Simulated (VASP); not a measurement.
Ta2SiO2:

```
Ta Si O
1.0
     3.56365    0.00000    0.00000
    -1.78183    3.08622    0.00000
     0.00000    0.00000    4.97760
Ta Si O
2 1 2
Direct
  0.66667 0.33333 0.61558
  0.33333 0.66667 0.38442
  0.00000 0.00000 0.00000
  0.33333 0.66667 0.86955
  0.66667 0.33333 0.13045
```

| Property | Result |
| --- | --- |
| Program | VASP 6.6.1 |
| Task | relaxation of cell and atoms |
| Functional | PBE |
| Potentials or basis | VASP PAW PBE potentials, release 64 (Ta_pv, Si, O) |
| Cutoff | 600 eV |
| k mesh | 6 × 6 × 4 |
| Occupations | gaussian, width 0.1 eV |
| Spin | no spin polarisation |

At the start: pressure 53.8 GPa; volume 10.95 Å³/atom.

How do energy, volume and symmetry change on relaxing?

Over 82 steps the energy falls by 1344.3 meV/atom and the volume is 12.78 Å³/atom (+16.7 %); space group P-3m1 (No. 164, to 0.1 Å) before and after.

Step by step:
```csv
step,energy change (eV),largest force (eV/Å),pressure (GPa),volume (Å³)
1,0.0000,8.6647,53.83,54.74
4,-4.1021,2.4658,-9.82,70.23
7,-4.7202,0.2805,2.71,64.34
10,-4.9265,0.9168,-0.93,65.35
13,-5.0739,0.0838,-2.35,64.77
16,-5.0854,0.1638,0.56,63.56
19,-5.1045,0.2673,0.06,63.28
22,-5.1316,0.3922,-2.95,63.77
25,-5.4536,0.9846,-2.41,62.36
28,-5.4767,0.8938,-3.08,62.46
31,-5.5201,0.7856,-0.36,61.65
34,-5.6062,0.3341,-0.61,61.83
37,-5.2492,0.5940,-15.99,74.16
40,-5.9489,0.5200,-9.07,67.42
43,-5.9751,0.5908,-9.07,67.64
46,-6.1773,0.7292,-0.91,64.74
49,-6.2684,0.7408,4.30,63.05
52,-6.3894,0.3309,0.38,63.28
55,-6.3980,0.1954,-1.39,63.95
58,-6.4047,0.0514,0.70,63.56
61,-6.4464,0.1862,-0.17,64.08
64,-6.5847,0.5082,-0.68,65.21
67,-6.5911,0.5511,-0.44,65.45
70,-6.5940,0.6191,-0.45,65.69
73,-6.6044,0.5072,-0.60,65.59
76,-6.6717,0.3510,-2.03,65.41
79,-6.7192,0.2912,0.95,63.70
82,-6.7217,0.0237,-0.01,63.88
```

Final structure:
```yaml
crystal:
  lattice:
    - [2.96272, 0.00000, 0.00000]
    - [-1.48136, 2.56579, 0.00000]
    - [0.00000, 0.00000, 8.40338]
  atoms:
    - { symbol: Ta, position: [0.66667, 0.33333, 0.63630] }
    - { symbol: Ta, position: [0.33333, 0.66667, 0.36370] }
    - { symbol: Si, position: [0.00000, 0.00000, 0.00000] }
    - { symbol: O, position: [0.33333, 0.66667, 0.78602] }
    - { symbol: O, position: [0.66667, 0.33333, 0.21398] }
```

Caveat: the volume moved by over 15 % at a fixed basis, so the end points are rough.
